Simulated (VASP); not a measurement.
SrCl2: single point with PBE

SrCl2:

```
Sr Cl
1.0
     4.40725    0.00000    0.00000
    -2.20362    3.81679    0.00000
     0.00000    0.00000    5.59607
Sr Cl
1 2
Direct
  0.00000 0.00000 0.00000
  0.33333 0.66667 0.24869
  0.66667 0.33333 0.75131
```

- Program: VASP 6.6.1
- Task: single point
- Functional: PBE
- Potentials or basis: VASP PAW PBE potentials, release 64 (Sr_sv, Cl)
- Cutoff: 520 eV
- k mesh: 6 × 6 × 6
- Occupations: gaussian, width 0.01 eV
- Spin: non-collinear spin, zero start, spin-orbit coupling
- Starting moments: [[0.0, 0.0, 0.0], [0.0, 0.0, 0.0], [0.0, 0.0, 0.0]] μB
- Dipole correction: no
- Further INCAR settings: ALGO = Normal; EDIFF = 1e-06; NBANDS = 37

```yaml
Pressure: 1.3 GPa
Largest_force: 0.024 eV/Å
Net_moment: 0.00 μB per cell
Valence_electrons_inside_the_program's_atomic_spheres: Sr 7.99; Cl 5.17
```

Forces in eV/Å, atoms in the order of the input:
```
Sr   0.000  0.000  0.000
Cl   0.000  0.000  0.024
Cl   0.000  0.000 -0.024
```

Moments on the atoms (μB; x, y, z):
```
Sr  0.00 0.00 0.00
Cl  0.00 0.00 0.00
Cl  0.00 0.00 0.00
```

Run time: 3.6 min on 1 thread of Intel(R) Xeon(R) Platinum 8488C (Sapphire Rapids), with other jobs on the host, peak memory 0.52 GiB.
